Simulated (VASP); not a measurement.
# Cd (P6_3/mmc) in VASP: notebook

The runs below take Cd through single point, with LDA, PBE.

Everything below comes from runs of VASP 6.6.1. Logs are shortened: lines on timing, memory, paths and dates and some standing lists are left out, and cuts for length are marked.

**1. The cell of the first run**

It takes space group P6_3/mmc (No. 194, hexagonal). Conventional cell: a = 2.979 Å, b = 2.979 Å, c = 5.618 Å, α = 90.00°, β = 90.00°, γ = 120.00°. Within 3.9 Å of Cd (site symmetry -6m2) lie 12 Cd at 2.98 to 3.29 Å.

**2. Single point, LDA**

Input file INCAR:

```
SYSTEM = Cd
ALGO = Normal ; EDIFF = 1E-7
ENCUT = 520 ; GGA = CA
ISIF = 2 ; ISMEAR = 0
LASPH = .TRUE. ; LCHARG = .FALSE.
LREAL = .FALSE. ; LWAVE = .FALSE.
NBANDS = 19 ; NELM = 80
PREC = Accurate ; SIGMA = 0.05
```

Input file KPOINTS:

```
k-points
0
G
  15 15 6
  0 0 0
```

Input file POSCAR:

```
Cd
1.0
    2.9788700000      0.0000000000      0.0000000000
   -1.4894350000      2.5797770946      0.0000000000
    0.0000000000      0.0000000000      5.6176500000
Cd
2
Direct
    0.3333333333      0.6666666667      0.2500000000
    0.6666666667      0.3333333333      0.7500000000
```

Potentials or basis: VASP PAW LDA potentials, release 64 (Cd).

Started as:

```sh
cat potpaw_LDA.64/Cd/POTCAR > POTCAR
mpirun -np 1 vasp_std > vasp.out
```

OUTCAR:

```text
SYSTEM = Cd
   EDIFF = 1E-7
   ENCUT = 520
   GGA = CA
   ISIF = 2
   ISMEAR = 0
   LASPH = .TRUE.
   LREAL = .FALSE.
   NELM = 80
   PREC = Accurate

 ion  position               nearest neighbor table
   1  0.333  0.667  0.250-   2 3.29   2 3.29   2 3.29   2 3.29   2 3.29   2 3.29
   2  0.667  0.333  0.750-   1 3.29   1 3.29   1 3.29   1 3.29   1 3.29   1 3.29

  LATTYP: Found a hexagonal cell.
 ALAT       =     2.9788700000
 C/A-ratio  =     1.8858325472

  Lattice vectors:

 A1 = (   2.9788700000,   0.0000000000,   0.0000000000)
 A2 = (  -1.4894350000,   2.5797770946,   0.0000000000)
 A3 = (   0.0000000000,   0.0000000000,   5.6176500000)

Analysis of symmetry for initial positions (statically):
=====================================================================
 Subroutine PRICEL returns:
 Original cell was already a primitive cell.

 Routine SETGRP: Setting up the symmetry group for a
 hexagonal supercell.

 Subroutine GETGRP returns: Found 24 space group operations
 (whereof 12 operations were pure point group operations)
 out of a pool of 24 trial point group operations.

The static configuration has the point symmetry D_3d.
 The point group associated with its full space group is D_6h.

Analysis of symmetry for dynamics (positions and initial velocities):
=====================================================================
 Subroutine PRICEL returns:
 Original cell was already a primitive cell.

 Routine SETGRP: Setting up the symmetry group for a
 hexagonal supercell.

 Subroutine GETGRP returns: Found 24 space group operations
 (whereof 12 operations were pure point group operations)
 out of a pool of 24 trial point group operations.

The dynamic configuration has the point symmetry D_3d.
 The point group associated with its full space group is D_6h.

 Subroutine INISYM returns: Found 24 space group operations
 (whereof 12 operations are pure point group operations),
 and found     1 'primitive' translations

----------------------------------------------------------------------------------------

                                     Primitive cell

  volume of cell :      43.1706

  direct lattice vectors                    reciprocal lattice vectors
     2.978870000  0.000000000  0.000000000     0.335697765  0.193815195  0.000000000
    -1.489435000  2.579777095  0.000000000     0.000000000  0.387630389  0.000000000
     0.000000000  0.000000000  5.617650000     0.000000000  0.000000000  0.178010378

  length of vectors
     2.978870000  2.978870000  5.617650000     0.387630390  0.387630389  0.178010378

  position of ions in fractional coordinates (direct lattice)
[... 79 lines left out ...]
   EDIFF  = 0.1E-06   stopping-criterion for ELM
   LREAL  =      F    real-space projection
   EDIFFG = 0.1E-05   stopping-criterion for IOM
   NSW    =      0    number of steps for IOM
   IBRION =     -1    ionic relax: 0-MD 1-quasi-New 2-CG
   NFREE  =      0    steps in history (QN), initial steepest desc. (CG)
   ISIF   =      2    stress and relaxation
   ISYM   =      2    0-nonsym 1-usesym 2-fastsym
   POTIM  = 0.5000    time-step for ionic-motion
   TEBEG  =    0.0;   TEEND  =   0.0 temperature during run
   PSTRESS=    0.0 pullay stress
   NELECT =      24.0000    total number of electrons
   NUPDOWN=      -1.0000    fix difference up-down
   EMIN   =  10.00;   EMAX   =-10.00  energy-range for DOS
   EFERMI =   0.00;   METHOD = LEGACY
   ISMEAR =     0;   SIGMA  =   0.05  broadening in eV -4-tet -1-fermi 0-gaus
   EFERMI_NEDOS =   21; number of points for ismear=-14 and -15
   IALGO  =     38    algorithm
   IMIX   =      4    mixing-type and parameters
     AMIX     =   0.40;   BMIX     =  1.00
     AMIX_MAG =   1.60;   BMIX_MAG =  1.00
  volume/ion in A,a.u.               =      21.59       145.66
  Fermi-wavevector in a.u.,A,eV,Ry     =   1.346116  2.543790 24.654136  1.812028
  Thomas-Fermi vector in A             =   2.473974
   LORBIT       =      0    0 simple, 1 ext, 2 COOP (PROOUT), +10 PAW based schemes
   GGA     = CA    functional components
   LHFCALC =     F    Hartree Fock is set to
   AEXX    =    0.0000 exact exchange contribution
   IVDW    =     0    specifies the selected vdW correction
   LEPSILON=     F    determine dielectric tensor
   LRPA    =     F    only Hartree local field effects (RPA)
 non-spin polarized calculation
 Gauss-broadening in eV      SIGMA  =   0.05
  energy-cutoff  :      520.00
  volume of cell :       43.17
 maximum number of plane-waves:      1191
 NGX is ok and might be reduce to    24
   NGX = 11   NGY = 11   NGZ = 21

 number of electron      23.9999993 magnetization

 Free energy of the ion-electron system (eV)
  ---------------------------------------------------
  ext. energy  EPLUGINS =         0.00000000
  ---------------------------------------------------
  free energy    TOTEN  =        -3.01285663 eV

  energy without entropy =       -3.01244365  energy(sigma->0) =       -3.01265014

 E-fermi :   2.7733     XC(G=0): -11.3712

 val. band max:        2.7317797921   @ k =   0.2000   0.0000   0.1667
 cond. band min:       2.8130929497   @ k =   0.4667   0.0667   0.5000
 fundamental gap:      0.0813131576
 Fermi energy:         2.7732568171

 k-point     1 :       0.0000    0.0000    0.0000
  band No.  band energies     occupation
      1      -7.1282      2.00000
      2      -6.8601      2.00000
      3      -6.4858      2.00000
      4      -6.4858      2.00000
      5      -6.4342      2.00000
      6      -6.4342      2.00000
[... 505 lines left out ...]
      6      -6.1408      2.00000
[... 11 lines left out ...]
     18      11.0095      0.00000
     19      12.3999      0.00000

 [... further k-points ...]

------------------------ aborting loop because EDIFF is reached ----------------------------------------

  FORCE on cell =-STRESS in cart. coord.  units (eV):
  Direction    XX          YY          ZZ          XY          YZ          ZX
  --------------------------------------------------------------------------------------
  -------------------------------------------------------------------------------------
  Total       -1.3630454     -1.3630454     -0.5572110     -0.0000000      0.0000000      0.0000000
  in kB      -50.5862499    -50.5862499    -20.6795879     -0.0000000      0.0000000      0.0000000
  external PRESSURE =     -40.6173626 kB  Pullay stress =       0.0000000 kB

 VOLUME and BASIS-vectors are now :
 -----------------------------------------------------------------------------
  energy-cutoff  :      520.00
  volume of cell :       43.17
      direct lattice vectors                 reciprocal lattice vectors
     2.978870000  0.000000000  0.000000000     0.335697765  0.193815195  0.000000000
    -1.489435000  2.579777095  0.000000000     0.000000000  0.387630389  0.000000000
     0.000000000  0.000000000  5.617650000     0.000000000  0.000000000  0.178010378

 POSITION                                       TOTAL-FORCE (eV/Angst)
 -----------------------------------------------------------------------------------
     -0.00000      1.71985      1.40441        -0.000000      0.000000      0.000000
      1.48944      0.85993      4.21324         0.000000     -0.000000      0.000000
 -----------------------------------------------------------------------------------
    total drift:                               -0.000000      0.000000      0.000000

  FREE ENERGIE OF THE ION-ELECTRON SYSTEM (eV)
  ---------------------------------------------------
  free  energy   TOTEN  =        -3.0128566270 eV

  energy  without entropy=       -3.0124436507  energy(sigma->0) =       -3.01265014
```

stdout:

```text
POSCAR found type information on POSCAR Cd
 POSCAR found :  1 types and       2 ions
 scaLAPACK will be used
 LDA part: xc-table for (Slater(with rela. corr.)+CA(PZ))
 , standard interpolation
 POSCAR, INCAR and KPOINTS ok, starting setup
 FFT: planning ... GRIDC
 FFT: planning ... GRID_SOFT
 FFT: planning ... GRID
 WAVECAR not read
 entering main loop
```

Run time: 21 s. Hardware: 1 thread of Intel Xeon 6975P-C (Granite Rapids), shared host; peak memory 0.18 GiB.

What came out:

- Free energy: -3.0129 eV
- Pressure: -4.1 GPa
- Band gap on the k mesh: zero (bands 12 and 13 overlap by 4.54 eV)

Stress tensor (GPa, compression positive):
```
-5.06  0.00  0.00
 0.00 -5.06  0.00
 0.00  0.00 -2.07
```

Levels at points of the mesh, in eV from the Fermi level:
```
           k point  band 8  band 9  band 10  band 11  band 12  band 13  band 14  band 15  band 16  band 17
(0.00, 0.00, 0.00)   -8.72   -8.72    -8.46    -8.46    -3.12    -3.08    10.46    14.50    14.71    14.71
(0.00, 0.00, 0.50)   -8.57   -8.57    -8.57    -7.44    -7.44     3.65     3.65    14.81    14.81    15.66
```

Caveat: the cell stands under tension.

**3. Single point, PBE**

This run uses another cell than the first one, of 22.88 Å³/atom.

Input file INCAR:

```
SYSTEM = Cd
PREC = Accurate
ENCUT = 520
EDIFF = 1E-6
ISMEAR = 0
SIGMA = 0.05
LREAL = .FALSE.
LASPH = .TRUE.
NELM = 60
ALGO = Normal
ISIF = 2
LWAVE = .FALSE.
LCHARG = .FALSE.
GGA = PE
NBANDS = 19
```

Input file KPOINTS:

```
regular mesh
0
G
  15 15 6
  0 0 0
```

Input file POSCAR:

```
Cd
1.0
    3.0372940483      0.0000000000      0.0000000000
   -1.5186470242      2.6303738046      0.0000000000
    0.0000000000      0.0000000000      5.7278279719
Cd
2
Direct
    0.3333333333      0.6666666667      0.2500000000
    0.6666666667      0.3333333333      0.7500000000
```

Potentials or basis: VASP PAW PBE potentials, release 64 (Cd).

Started as:

```sh
cat potpaw_PBE.64/Cd/POTCAR > POTCAR
mpirun -np 1 vasp_std > vasp.out
```

It took 23 s on 1 thread of Intel Xeon 6975P-C (Granite Rapids), shared host; peak memory 0.21 GiB.

The run converged. Its results:

```
Free energy            : -1.4995 eV
Pressure               : 0.1 GPa
Band gap on the k mesh : zero (bands 12 and 13 overlap by 4.22 eV)
```

Stress tensor (GPa, compression positive):
```
-0.27  0.00  0.00
 0.00 -0.27  0.00
 0.00  0.00  0.87
```

Levels at points of the mesh, in eV from the Fermi level:
```csv
k point,band 8,band 9,band 10,band 11,band 12,band 13,band 14,band 15,band 16,band 17
"(0.00, 0.00, 0.00)",-8.69,-8.51,-8.47,-8.47,-3.09,-2.81,10.19,14.17,14.22,14.22
"(0.00, 0.00, 0.50)",-8.56,-8.56,-8.56,-7.09,-7.09,3.53,3.53,14.49,14.49,15.14
```
